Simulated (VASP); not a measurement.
# Si2Mo (P6_3/mmc) in VASP: further runs

Si2Mo is run at these levels: PBEsol, r2SCAN+rVV10; tasks: relaxation of cell and atoms.

Program: VASP 6.6.1. These are calculated values, not measurements. Logs are shortened: lines on timing, memory, paths and dates and some standing lists are left out, and cuts for length are marked.

### 1 The cell of the first run

The structure is hexagonal, space group P6_3/mmc (No. 194). The conventional cell has a = 4.078 Å, b = 4.078 Å, c = 5.546 Å, α = 90.00°, β = 90.00°, γ = 120.00°. Within 3.1 Å of Si (site symmetry -6m2) lie 5 Mo at 2.35 to 2.77 Å and 6 Si at 2.73 Å. Within 3.6 Å of Si (site symmetry -3m) lie 8 Si at 2.73 to 2.77 Å and 6 Mo at 2.73 Å. Mo (site symmetry -6m2) has 11 Si at 2.35 to 2.77 Å within 3.1 Å.

### 2 Relaxation of cell and atoms, PBEsol

Contents of INCAR:

```
SYSTEM = Si2Mo
ALGO = Normal ; EDIFF = 1E-6
EDIFFG = -0.01 ; ENCUT = 600
GGA = PS ; IBRION = 2
ISIF = 3 ; ISMEAR = -1
LASPH = .TRUE. ; LCHARG = .FALSE.
LREAL = .FALSE. ; LWAVE = .FALSE.
NELM = 60 ; NSW = 100
PREC = Accurate ; SIGMA = 0.03
```

Contents of KPOINTS:

```
k-points
0
G
  6 6 4
  0 0 0
```

Contents of POSCAR:

```
Si2Mo
1.0
    4.0780931100      0.0000000000      0.0000000000
   -2.0390465500      3.5317322300      0.0000000000
    0.0000000000      0.0000000000      5.5459063900
Si Mo
4 2
Direct
    0.6666666700      0.3333333300      0.2500000000
    0.3333333300      0.6666666700      0.7500000000
    0.0000000000      0.0000000000      0.0000000000
    0.0000000000      0.0000000000      0.5000000000
    0.6666666700      0.3333333300      0.7500000000
    0.3333333300      0.6666666700      0.2500000000
```

Potentials or basis: VASP PAW PBE potentials, release 64 (Si, Mo_sv).

Command:

```sh
> cat potpaw_PBE.64/Si/POTCAR potpaw_PBE.64/Mo_sv/POTCAR > POTCAR
> mpirun -np 1 vasp_std > vasp.out
```

OUTCAR:

```text
SYSTEM = Si2Mo
   EDIFF = 1E-6
   EDIFFG = -0.01
   ENCUT = 600
   GGA = PS
   IBRION = 2
   ISIF = 3
   ISMEAR = -1
   LASPH = .TRUE.
   LREAL = .FALSE.
   NELM = 60
   NSW = 100
   PREC = Accurate

 ion  position               nearest neighbor table
   1  0.667  0.333  0.250-   6 2.35   6 2.35   6 2.35   3 2.73   4 2.73   3 2.73   4 2.73   3 2.73
                             4 2.73   5 2.77   5 2.77
   2  0.333  0.667  0.750-   5 2.35   5 2.35   5 2.35   3 2.73   4 2.73   4 2.73   3 2.73   4 2.73
                             3 2.73   6 2.77   6 2.77
   3  0.000  0.000  0.000-   1 2.73   2 2.73   5 2.73   6 2.73   2 2.73   6 2.73   1 2.73   5 2.73
                             1 2.73   5 2.73   2 2.73   6 2.73   4 2.77   4 2.77
   4  0.000  0.000  0.500-   1 2.73   2 2.73   5 2.73   6 2.73   2 2.73   6 2.73   1 2.73   5 2.73
                             1 2.73   5 2.73   2 2.73   6 2.73   3 2.77   3 2.77
   5  0.667  0.333  0.750-   2 2.35   2 2.35   2 2.35   4 2.73   3 2.73   3 2.73   4 2.73   3 2.73
                             4 2.73   1 2.77   1 2.77
   6  0.333  0.667  0.250-   1 2.35   1 2.35   1 2.35   4 2.73   3 2.73   4 2.73   3 2.73   4 2.73
                             3 2.73   2 2.77   2 2.77

  LATTYP: Found a hexagonal cell.
 ALAT       =     4.0780931100
 C/A-ratio  =     1.3599263775

  Lattice vectors:

 A1 = (   4.0780931100,   0.0000000000,   0.0000000000)
 A2 = (  -2.0390465500,   3.5317322300,   0.0000000000)
 A3 = (   0.0000000000,   0.0000000000,   5.5459063900)

Analysis of symmetry for initial positions (statically):
=====================================================================
 Subroutine PRICEL returns:
 Original cell was already a primitive cell.

 Routine SETGRP: Setting up the symmetry group for a
 hexagonal supercell.

 Subroutine GETGRP returns: Found 24 space group operations
 (whereof 12 operations were pure point group operations)
 out of a pool of 24 trial point group operations.

The static configuration has the point symmetry D_3d.
 The point group associated with its full space group is D_6h.

Analysis of symmetry for dynamics (positions and initial velocities):
=====================================================================
 Subroutine PRICEL returns:
 Original cell was already a primitive cell.

 Routine SETGRP: Setting up the symmetry group for a
 hexagonal supercell.

 Subroutine GETGRP returns: Found 24 space group operations
 (whereof 12 operations were pure point group operations)
 out of a pool of 24 trial point group operations.

The dynamic configuration has the point symmetry D_3d.
 The point group associated with its full space group is D_6h.

 Subroutine INISYM returns: Found 24 space group operations
 (whereof 12 operations are pure point group operations),
 and found     1 'primitive' translations

----------------------------------------------------------------------------------------

                                     Primitive cell

  volume of cell :      79.8762

  direct lattice vectors                    reciprocal lattice vectors
     4.078093110  0.000000000  0.000000000     0.245212645  0.141573587  0.000000000
    -2.039046550  3.531732230  0.000000000     0.000000000  0.283147174  0.000000000
     0.000000000  0.000000000  5.545906390     0.000000000  0.000000000  0.180313177

  length of vectors
     4.078093110  4.078093106  5.545906390     0.283147174  0.283147174  0.180313177

  position of ions in fractional coordinates (direct lattice)
     0.666666670  0.333333330  0.250000000
     0.333333330  0.666666670  0.750000000
     0.000000000  0.000000000  0.000000000
     0.000000000  0.000000000  0.500000000
     0.666666670  0.333333330  0.750000000
     0.333333330  0.666666670  0.250000000

  ion indices of the primitive-cell ions
   primitive index   ion index
                 1           1
                 2           2
                 3           3
                 4           4
                 5           5
                 6           6

----------------------------------------------------------------------------------------

 KPOINTS: k-points

Automatic generation of k-mesh.
 Grid dimensions read from file:
 generate k-points for:    6    6    4

 Generating k-lattice:

  Cartesian coordinates                     Fractional coordinates (reciprocal lattice)
     0.040868774  0.023595598  0.000000000     0.166666667  0.000000000  0.000000000
     0.000000000  0.047191196  0.000000000     0.000000000  0.166666667  0.000000000
     0.000000000  0.000000000  0.045078294     0.000000000  0.000000000  0.250000000

  Length of vectors
     0.047191196  0.047191196  0.045078294

  Shift w.r.t. Gamma in fractional coordinates (k-lattice)
     0.000000000  0.000000000  0.000000000

 Subroutine IBZKPT returns following result:
 ===========================================

 Found     21 irreducible k-points:

 Following reciprocal coordinates:
            Coordinates               Weight
  0.000000  0.000000  0.000000      1.000000
  0.166667  0.000000  0.000000      6.000000
  0.333333  0.000000  0.000000      6.000000
  0.500000  0.000000  0.000000      3.000000
  0.166667  0.166667  0.000000      6.000000
  0.333333  0.166667  0.000000     12.000000
[... 13 lines left out ...]
  0.333333  0.166667  0.500000     12.000000
  0.333333  0.333333  0.500000      2.000000
   k-points           NKPTS =     21   k-points in BZ     NKDIM =     21   number of bands    NBANDS=     26
   number of dos      NEDOS =    301   number of ions     NIONS =      6
   total plane-waves  NPLWV =  62208
   dimension x,y,z NGX =    36 NGY =   36 NGZ =   48
   dimension x,y,z NGXF=    72 NGYF=   72 NGZF=   96
   ions per type =               4   2
   NGX,Y,Z   is equivalent  to a cutoff of  14.68, 14.68, 14.39 a.u.
   NGXF,Y,Z  is equivalent  to a cutoff of  29.35, 29.35, 28.78 a.u.
 SYSTEM =  Si2Mo
   PREC   = accura    normal or accurate (medium, high low for compatibility)
   ISTART =      0    job   : 0-new  1-cont  2-samecut
   ICHARG =      2    charge: 1-file 2-atom 10-const
   ISPIN  =      1    spin polarized calculation?
   LNONCOLLINEAR =      F non collinear calculations
   LSORBIT =      F    spin-orbit coupling
   LASPH  =      T    aspherical Exc in radial PAW
   ENCUT  =  600.0 eV  44.10 Ry    6.64 a.u.   8.14  8.14 11.08*2*pi/ulx,y,z
   NELM   =     60;   NELMIN=  2; NELMDL= -5     # of ELM steps
   EDIFF  = 0.1E-05   stopping-criterion for ELM
   LREAL  =      F    real-space projection
   EDIFFG = -.1E-01   stopping-criterion for IOM
   NSW    =    100    number of steps for IOM
   IBRION =      2    ionic relax: 0-MD 1-quasi-New 2-CG
   NFREE  =      1    steps in history (QN), initial steepest desc. (CG)
   ISIF   =      3    stress and relaxation
   ISYM   =      2    0-nonsym 1-usesym 2-fastsym
   POTIM  = 0.5000    time-step for ionic-motion
   TEBEG  =    0.0;   TEEND  =   0.0 temperature during run
   PSTRESS=    0.0 pullay stress
   NELECT =      44.0000    total number of electrons
   NUPDOWN=      -1.0000    fix difference up-down
   EMIN   =  10.00;   EMAX   =-10.00  energy-range for DOS
   EFERMI =   0.00;   METHOD = LEGACY
   ISMEAR =    -1;   SIGMA  =   0.03  broadening in eV -4-tet -1-fermi 0-gaus
   EFERMI_NEDOS =   21; number of points for ismear=-14 and -15
   IALGO  =     38    algorithm
   IMIX   =      4    mixing-type and parameters
     AMIX     =   0.40;   BMIX     =  1.00
     AMIX_MAG =   1.60;   BMIX_MAG =  1.00
  volume/ion in A,a.u.               =      13.31        89.84
  Fermi-wavevector in a.u.,A,eV,Ry     =   1.342002  2.536017 24.503685  1.800970
  Thomas-Fermi vector in A             =   2.470191
   LORBIT       =      0    0 simple, 1 ext, 2 COOP (PROOUT), +10 PAW based schemes
   GGA     = PS    functional components
   LHFCALC =     F    Hartree Fock is set to
   AEXX    =    0.0000 exact exchange contribution
   IVDW    =     0    specifies the selected vdW correction
   LEPSILON=     F    determine dielectric tensor
   LRPA    =     F    only Hartree local field effects (RPA)
 conjugate gradient relaxation of ions
 non-spin polarized calculation
  energy-cutoff  :      600.00
  volume of cell :       79.88
 maximum number of plane-waves:      2700
 NGX is ok and might be reduce to    36
   NGX = 17   NGY = 17   NGZ = 23

--------------------------------------- Ionic step        1  -------------------------------------------

 number of electron      43.9999998 magnetization

 Free energy of the ion-electron system (eV)
  ---------------------------------------------------
  ext. energy  EPLUGINS =         0.00000000
  ---------------------------------------------------
  free energy    TOTEN  =       -44.26536815 eV

  energy without entropy =      -44.25252994  energy(sigma->0) =      -44.25894904

------------------------ aborting loop because EDIFF is reached ----------------------------------------

  FORCE on cell =-STRESS in cart. coord.  units (eV):
  Direction    XX          YY          ZZ          XY          YZ          ZX
  --------------------------------------------------------------------------------------
  -------------------------------------------------------------------------------------
  Total       11.8133426     11.8133426     -1.8674495      0.0000000     -0.0000000      0.0000000
  in kB      236.9550341    236.9550338    -37.4577785      0.0000003     -0.0000000      0.0000000
  external PRESSURE =     145.4840965 kB  Pullay stress =       0.0000000 kB
[... 101 lines left out ...]
  FREE ENERGIE OF THE ION-ELECTRON SYSTEM (eV)
  ---------------------------------------------------
  free  energy   TOTEN  =       -44.8123222984 eV

  energy  without entropy=      -44.8006213157  energy(sigma->0) =      -44.80647181

[... ionic steps 4 to 10 ...]

--------------------------------------- Ionic step       11  -------------------------------------------

 number of electron      44.0000006 magnetization

------------------------ aborting loop because EDIFF is reached ----------------------------------------

  FORCE on cell =-STRESS in cart. coord.  units (eV):
  Direction    XX          YY          ZZ          XY          YZ          ZX
  --------------------------------------------------------------------------------------
  -------------------------------------------------------------------------------------
  Total        0.3176884      0.3176884      1.0497022      0.0000000     -0.0000000      0.0000000
  in kB        6.1041127      6.1041126     20.1691392      0.0000000     -0.0000000      0.0000000
  external PRESSURE =      10.7924549 kB  Pullay stress =       0.0000000 kB
[... 65 lines left out ...]
  energy  without entropy=      -45.3852685036  energy(sigma->0) =      -45.39342746

--------------------------------------- Ionic step       13  -------------------------------------------

 number of electron      44.0000005 magnetization

 Free energy of the ion-electron system (eV)
  ---------------------------------------------------
  ext. energy  EPLUGINS =         0.00000000
  ---------------------------------------------------
  free energy    TOTEN  =       -45.40351493 eV

  energy without entropy =      -45.38789162  energy(sigma->0) =      -45.39570327

 E-fermi :  11.9707     XC(G=0): -12.3097

 val. band max:       11.9630929462   @ k =   0.1667   0.1667   0.2500
 cond. band min:      11.9823928141   @ k =   0.5000   0.0000   0.0000
 fundamental gap:      0.0192998679
 Fermi energy:        11.9706925768

 k-point     1 :       0.0000    0.0000    0.0000
  band No.  band energies     occupation
      1     -49.0279      2.00000
      2     -49.0139      2.00000
      3     -23.4633      2.00000
      4     -23.3455      2.00000
      5     -23.1694      2.00000
      6     -23.1694      2.00000
[... 631 lines left out ...]
  FREE ENERGIE OF THE ION-ELECTRON SYSTEM (eV)
  ---------------------------------------------------
  free  energy   TOTEN  =       -45.4035149293 eV

  energy  without entropy=      -45.3878916176  energy(sigma->0) =      -45.39570327

 reached required accuracy - stopping structural energy minimisation
```

It took 4 min on 1 thread of Intel Xeon 6975P-C (Granite Rapids), shared host; peak memory 0.27 GiB.

What came out:

```
Free energy                           : -45.4035 eV
Relaxed volume                        : 13.97 Å³/atom
Relaxed cell                          : a = 4.428 Å, b = 4.428 Å, c = 4.935 Å, α = 90.00°, β = 90.00°, γ = 120.00°
Space group after relaxing (to 0.1 Å) : P6_3/mmc (No. 194)
Pressure after relaxing               : 0.0 GPa
Band gap on the k mesh                : zero (bands 22 and 23 overlap by 0.72 eV)
```

Stress tensor (GPa, compression positive):
```
 0.08  0.00  0.00
 0.00  0.08  0.00
 0.00  0.00 -0.01
```

Final structure:
```cif
data_structure
_symmetry_space_group_name_H-M 'P 1'
_symmetry_Int_Tables_number 1
_cell_length_a 4.4284
_cell_length_b 4.4284
_cell_length_c 4.9354
_cell_angle_alpha 90.000
_cell_angle_beta 90.000
_cell_angle_gamma 120.000
_cell_volume 83.82
loop_
_atom_site_label
_atom_site_type_symbol
_atom_site_fract_x
_atom_site_fract_y
_atom_site_fract_z
_atom_site_occupancy
Si1 Si 0.66667 0.33333 0.25000 1
Si2 Si 0.33333 0.66667 0.75000 1
Si3 Si 0.00000 0.00000 0.00000 1
Si4 Si 0.00000 0.00000 0.50000 1
Mo1 Mo 0.66667 0.33333 0.75000 1
Mo2 Mo 0.33333 0.66667 0.25000 1
```

Levels at points of the mesh, in eV from the Fermi level:
| k point | band 20 | band 21 | band 22 | band 23 | band 24 | band 25 |
| --- | --- | --- | --- | --- | --- | --- |
| (0.00, 0.00, 0.00) | -1.89 | -1.89 | -0.26 | 1.25 | 1.25 | 1.57 |
| (0.50, 0.00, 0.00) | -1.94 | -0.25 | 0.01 | 0.09 | 0.14 | 0.54 |
| (0.00, 0.00, 0.50) | -1.29 | -1.29 | -1.29 | 0.63 | 0.63 | 0.63 |
| (0.50, 0.00, 0.50) | -1.97 | -0.68 | -0.68 | 0.84 | 0.84 | 1.82 |

Caveat: the PAW data sets were made with another functional, which shifts forces and pressure a little.

(Part 1 of 2 ends here.)
